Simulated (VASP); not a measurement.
# SiC (Cmc2_1) in VASP: single point with HSE06

Aim: the single point of SiC with HSE06.

All numbers are computed with VASP 6.6.1; they aren't measurements. Logs are shortened: lines on timing, memory, paths and dates and some standing lists are left out, and cuts for length are marked.

### Step 1. The cell of the first run

Symmetry: Cmc2_1, No. 36, orthorhombic system. Conventional cell: a = 3.075 Å, b = 5.437 Å, c = 5.048 Å, α = 90.00°, β = 90.00°, γ = 90.00°. Si (site symmetry m) has 4 C at 1.89 to 1.91 Å within 2.5 Å. C (site symmetry m) has 4 Si at 1.89 to 1.91 Å within 2.5 Å.

### Step 2. Single point, HSE06 (uniaxial y strain +2.1%)

POSCAR reads:

```
SiC
1.0
    3.0753564100      0.0000000000      0.0000000000
   -1.5376782050      2.7184678480      0.0000000000
    0.0000000000      0.0000000000      5.0481087359
Si C
2 2
Direct
    0.3334038428      0.6668076856      0.4991215363
    0.6665961572      0.3331923144      0.9991215363
    0.3348616427      0.6697232855      0.8758784637
    0.6651383573      0.3302767145      0.3758784637
```

INCAR.step1 reads:

```
ALGO = Normal
EDIFF = 1E-5
ENCUT = 520
GGA = PE
ISIF = 2
ISMEAR = 0
LASPH = T
LCHARG = F
LREAL = F
LWAVE = T
NBANDS = 16
NELM = 80
PREC = Accurate
SIGMA = 0.01
```

INCAR.step2 reads:

```
ALGO = Normal
EDIFF = 1E-7
ENCUT = 520
GGA = PE
HFSCREEN = 0.2079
ISIF = 2
ISMEAR = 0
ISTART = 1
LASPH = T
LCHARG = F
LHFCALC = T
LREAL = F
LWAVE = F
NBANDS = 16
NELM = 80
PREC = Accurate
PRECFOCK = Normal
SIGMA = 0.01
```

KPOINTS reads:

```
k-points
0
Gamma
  6 6 4
```

Potentials or basis: VASP PAW PBE potentials, release 64 (Si, C).

Started as:

```console
$ cat potpaw_PBE.64/Si/POTCAR potpaw_PBE.64/C/POTCAR > POTCAR
$ cp INCAR.step1 INCAR
$ mpirun -np 1 vasp_std > vasp.out
$ cp INCAR.step2 INCAR
$ mpirun -np 1 vasp_std > vasp.out
```

OUTCAR:

```text
EDIFF = 1E-7
   ENCUT = 520
   GGA = PE
   HFSCREEN = 0.2079
   ISIF = 2
   ISMEAR = 0
   ISTART = 1
   LASPH = T
   LHFCALC = T
   LREAL = F
   NELM = 80
   PREC = Accurate
   PRECFOCK = Normal

 ion  position               nearest neighbor table
   1  0.333  0.667  0.499-   4 1.89   4 1.89   3 1.90   4 1.91   2 3.09   2 3.09   2 3.09   2 3.09
                             2 3.11   2 3.11
   2  0.667  0.333  0.999-   3 1.89   3 1.89   4 1.90   3 1.91   1 3.09   1 3.09   1 3.09   1 3.09
                             1 3.11   1 3.11
   3  0.335  0.670  0.876-   2 1.89   2 1.89   1 1.90   2 1.91
   4  0.665  0.330  0.376-   1 1.89   1 1.89   2 1.90   1 1.91

  LATTYP: Found a base centered orthorhombic cell.
 ALAT       =     3.0753564100
 B/A-ratio  =     1.7679042593
 C/A-ratio  =     1.6414711217

  Lattice vectors:

 A1 = (   1.5376782050,  -2.7184678480,   0.0000000000)
 A2 = (   1.5376782050,   2.7184678480,   0.0000000000)
 A3 = (   0.0000000000,   0.0000000000,   5.0481087359)

Analysis of symmetry for initial positions (statically):
=====================================================================
 Subroutine PRICEL returns:
 Original cell was already a primitive cell.

 Routine SETGRP: Setting up the symmetry group for a
 base centered orthorhombic supercell.

 Subroutine GETGRP returns: Found  4 space group operations
 (whereof  2 operations were pure point group operations)
 out of a pool of  8 trial point group operations.

The static configuration has the point symmetry C_1h.
 The point group associated with its full space group is C_2v.

Analysis of symmetry for dynamics (positions and initial velocities):
=====================================================================
 Subroutine PRICEL returns:
 Original cell was already a primitive cell.

 Routine SETGRP: Setting up the symmetry group for a
 base centered orthorhombic supercell.

 Subroutine GETGRP returns: Found  4 space group operations
 (whereof  2 operations were pure point group operations)
 out of a pool of  8 trial point group operations.

The dynamic configuration has the point symmetry C_1h.
 The point group associated with its full space group is C_2v.

 Subroutine INISYM returns: Found  4 space group operations
 (whereof  2 operations are pure point group operations),
 and found     1 'primitive' translations

----------------------------------------------------------------------------------------

                                     Primitive cell

  volume of cell :      42.2035

  direct lattice vectors                    reciprocal lattice vectors
     3.075356410  0.000000000  0.000000000     0.325165563  0.183927134  0.000000000
    -1.537678205  2.718467848  0.000000000     0.000000000  0.367854268  0.000000000
     0.000000000  0.000000000  5.048108736     0.000000000  0.000000000  0.198093990

  length of vectors
     3.075356410  3.123222967  5.048108736     0.373579756  0.367854268  0.198093990

  position of ions in fractional coordinates (direct lattice)
     0.333403843  0.666807686  0.499121536
     0.666596157  0.333192314  0.999121536
     0.334861643  0.669723285  0.875878464
     0.665138357  0.330276715  0.375878464

  ion indices of the primitive-cell ions
   primitive index   ion index
                 1           1
                 2           2
                 3           3
                 4           4

----------------------------------------------------------------------------------------

 KPOINTS: k-points

Automatic generation of k-mesh.
 Grid dimensions read from file:
 generate k-points for:    6    6    4

 Generating k-lattice:

  Cartesian coordinates                     Fractional coordinates (reciprocal lattice)
     0.054194261  0.030654522  0.000000000     0.166666667  0.000000000  0.000000000
     0.000000000  0.061309045  0.000000000     0.000000000  0.166666667  0.000000000
     0.000000000  0.000000000  0.049523497     0.000000000  0.000000000  0.250000000

  Length of vectors
     0.062263293  0.061309045  0.049523497

  Shift w.r.t. Gamma in fractional coordinates (k-lattice)
     0.000000000  0.000000000  0.000000000

 Subroutine IBZKPT returns following result:
 ===========================================

 Found     39 irreducible k-points:

 Following reciprocal coordinates:
            Coordinates               Weight
  0.000000  0.000000  0.000000      1.000000
  0.166667 -0.000000  0.000000      4.000000
  0.333333 -0.000000  0.000000      4.000000
  0.500000 -0.000000  0.000000      2.000000
  0.000000  0.166667  0.000000      2.000000
  0.166667  0.166667  0.000000      4.000000
[... 16 lines left out ...]
  0.000000  0.333333  0.250000      4.000000
  0.166667  0.333333  0.250000      8.000000
 [... further k-points ...]
   k-points           NKPTS =     39   k-points in BZ     NKDIM =    144   number of bands    NBANDS=     16
   number of dos      NEDOS =    301   number of ions     NIONS =      4
   total plane-waves  NPLWV =  23040
   dimension x,y,z NGX =    24 NGY =   24 NGZ =   40
   dimension x,y,z NGXF=    48 NGYF=   48 NGZF=   80
   ions per type =               2   2
   NGX,Y,Z   is equivalent  to a cutoff of  12.97, 12.77, 13.17 a.u.
   NGXF,Y,Z  is equivalent  to a cutoff of  25.95, 25.55, 26.35 a.u.
 SYSTEM =  unknown system
   PREC   = accura    normal or accurate (medium, high low for compatibility)
   ISTART =      1    job   : 0-new  1-cont  2-samecut
   ICHARG =      0    charge: 1-file 2-atom 10-const
   ISPIN  =      1    spin polarized calculation?
   LNONCOLLINEAR =      F non collinear calculations
   LSORBIT =      F    spin-orbit coupling
   LASPH  =      T    aspherical Exc in radial PAW
   ENCUT  =  520.0 eV  38.22 Ry    6.18 a.u.   5.72  5.81  9.39*2*pi/ulx,y,z
   NELM   =     80;   NELMIN=  2; NELMDL=  0     # of ELM steps
   EDIFF  = 0.1E-06   stopping-criterion for ELM
   LREAL  =      F    real-space projection
   EDIFFG = 0.1E-05   stopping-criterion for IOM
   NSW    =      0    number of steps for IOM
   IBRION =     -1    ionic relax: 0-MD 1-quasi-New 2-CG
   NFREE  =      0    steps in history (QN), initial steepest desc. (CG)
   ISIF   =      2    stress and relaxation
   ISYM   =      3    0-nonsym 1-usesym 2-fastsym
   POTIM  = 0.5000    time-step for ionic-motion
   TEBEG  =    0.0;   TEEND  =   0.0 temperature during run
   PSTRESS=    0.0 pullay stress
   NELECT =      16.0000    total number of electrons
   NUPDOWN=      -1.0000    fix difference up-down
   EMIN   =  10.00;   EMAX   =-10.00  energy-range for DOS
   EFERMI =   0.00;   METHOD = LEGACY
   ISMEAR =     0;   SIGMA  =   0.01  broadening in eV -4-tet -1-fermi 0-gaus
   EFERMI_NEDOS =   21; number of points for ismear=-14 and -15
   IALGO  =     38    algorithm
   IMIX   =      1    mixing-type and parameters
     AMIX     =   0.40;   BMIX     =  1.00
     AMIX_MAG =   1.60;   BMIX_MAG =  1.00
  volume/ion in A,a.u.               =      10.55        71.20
  Fermi-wavevector in a.u.,A,eV,Ry     =   1.184855  2.239052 19.100980  1.403882
  Thomas-Fermi vector in A             =   2.321061
   LORBIT       =      0    0 simple, 1 ext, 2 COOP (PROOUT), +10 PAW based schemes
   GGA     = PE    functional components
   LHFCALC =     T    Hartree Fock is set to
   PRECFOCK=normal    Normal, Fast or Accurate (Low or Medium for compatibility)
   ENCUT4O =  -1.0   cutoff for four orbital integrals eV
   NKREDX  =     1    reduce k-point grid by
   NKREDY  =     1    reduce k-point grid by
   NKREDZ  =     1    reduce k-point grid by
   AEXX    =    0.2500 exact exchange contribution
   HFSCREEN=    0.2079 screening length (either q_TF or 0.3 A-1)
   HFSCREENC=   0.2079 screening length for correlation (either q_TF or 0.3 A-1)
   ENCUTFOCK=  -1.0 apply spherical cutoff to Coloumb kernel
   IVDW    =     0    specifies the selected vdW correction
   LEPSILON=     F    determine dielectric tensor
   LRPA    =     F    only Hartree local field effects (RPA)
 non-spin polarized calculation
 Gauss-broadening in eV      SIGMA  =   0.01
  energy-cutoff  :      520.00
  volume of cell :       42.20
 maximum number of plane-waves:      1152
  NGX = 18; NGY = 18; NGZ = 30

 number of electron      16.0000001 magnetization

 Free energy of the ion-electron system (eV)
  ---------------------------------------------------
  ext. energy  EPLUGINS =         0.00000000
  ---------------------------------------------------
  free energy    TOTEN  =       -34.79459388 eV

  energy without entropy =      -34.79459388  energy(sigma->0) =      -34.79459388

 E-fermi :   7.5996     XC(G=0):  -9.2828

 val. band max:        7.5100787912   @ k =   0.0000   0.0000   0.0000
 cond. band min:      10.6895477153   @ k =   0.3333   0.3333   0.0000
 fundamental gap:      3.1794689241
 Fermi energy:         7.5995633203

 k-point     1 :       0.0000    0.0000    0.0000
  band No.  band energies     occupation
      1      -9.5605      2.00000
      2      -5.7111      2.00000
      3      -1.9393      2.00000
      4       5.8094      2.00000
      5       6.0362      2.00000
      6       7.3427      2.00000
[... 8 lines left out ...]
     15      17.7441      0.00000
     16      19.8719      0.00000

 k-point     2 :       0.1667   -0.0000    0.0000
  band No.  band energies     occupation
      1      -9.0466      2.00000
      2      -5.2833      2.00000
      3      -1.4678      2.00000
      4       3.6777      2.00000
      5       5.1193      2.00000
      6       5.7583      2.00000
[... 8 lines left out ...]
     15      18.2294      0.00000
     16      18.5775      0.00000

 k-point     3 :       0.3333   -0.0000    0.0000
  band No.  band energies     occupation
      1      -7.5797      2.00000
      2      -4.2913      2.00000
      3      -0.6027      2.00000
      4       0.7838      2.00000
      5       2.7186      2.00000
      6       4.0826      2.00000
[... 8 lines left out ...]
     15      19.6921      0.00000
     16      20.9685      0.00000
[... 362 lines left out ...]
 k-point    23 :       0.0000    0.3333    0.2500
  band No.  band energies     occupation
      1      -7.3364      2.00000
      2      -5.1652      2.00000
      3      -0.5001      2.00000
      4       1.6042      2.00000
      5       2.1432      2.00000
      6       4.6132      2.00000
[... 8 lines left out ...]
     15      20.3769      0.00000
     16      20.7211      0.00000

 k-point    24 :       0.1667    0.3333    0.2500
  band No.  band energies     occupation
      1      -6.1082      2.00000
      2      -4.4759      2.00000
      3      -1.1637      2.00000
      4       0.3962      2.00000
      5       2.2659      2.00000
      6       3.2566      2.00000
[... 8 lines left out ...]
     15      20.4716      0.00000
     16      20.9779      0.00000

 [... further k-points ...]

------------------------ aborting loop because EDIFF is reached ----------------------------------------

  FORCE on cell =-STRESS in cart. coord.  units (eV):
  Direction    XX          YY          ZZ          XY          YZ          ZX
  --------------------------------------------------------------------------------------
  -------------------------------------------------------------------------------------
  Total       -0.8842821     -3.1470978     -0.7470711      0.0000000      0.0000000      0.0000000
  in kB      -33.5701337   -119.4737402    -28.3611717      0.0000000      0.0000000      0.0000000
  external PRESSURE =     -60.4683485 kB  Pullay stress =       0.0000000 kB

 VOLUME and BASIS-vectors are now :
 -----------------------------------------------------------------------------
  energy-cutoff  :      520.00
  volume of cell :       42.20
      direct lattice vectors                 reciprocal lattice vectors
     3.075356410  0.000000000  0.000000000     0.325165563  0.183927134  0.000000000
    -1.537678205  2.718467848  0.000000000     0.000000000  0.367854268  0.000000000
     0.000000000  0.000000000  5.048108736     0.000000000  0.000000000  0.198093990

 POSITION                                       TOTAL-FORCE (eV/Angst)
 -----------------------------------------------------------------------------------
      0.00000      1.81270      2.51962         0.000000      0.001808     -0.021373
      1.53768      0.90577      5.04367        -0.000000     -0.001808     -0.021373
     -0.00000      1.82062      4.42153         0.000000      0.002267      0.021373
      1.53768      0.89785      1.89748         0.000000     -0.002267      0.021373
 -----------------------------------------------------------------------------------
    total drift:                                0.000000     -0.000000     -0.000001

  FREE ENERGIE OF THE ION-ELECTRON SYSTEM (eV)
  ---------------------------------------------------
  free  energy   TOTEN  =       -34.7945938755 eV

  energy  without entropy=      -34.7945938755  energy(sigma->0) =      -34.79459388
```

Run time: 57 min. Hardware: 1 thread of AMD EPYC 7R43 (Zen 3), shared host; peak memory 0.25 GiB.

Results:

| Property | Result |
| --- | --- |
| Free energy | -34.7946 eV |
| Pressure | -6.0 GPa |
| Largest force | 0.021 eV/Å |
| Band gap on the k mesh | 3.18 eV (least direct gap 4.88 eV) |

Forces on the atoms (eV/Å):
```
Si   0.000  0.002 -0.021
Si   0.000 -0.002 -0.021
C    0.000  0.002  0.021
C    0.000 -0.002  0.021
```

Caveat: the cell differs from its parent crystal (uniaxial y strain +2.1%); the stress differs along the axes, from -12 to -3 GPa; the PAW data sets were made with another functional, which shifts forces and pressure a little.
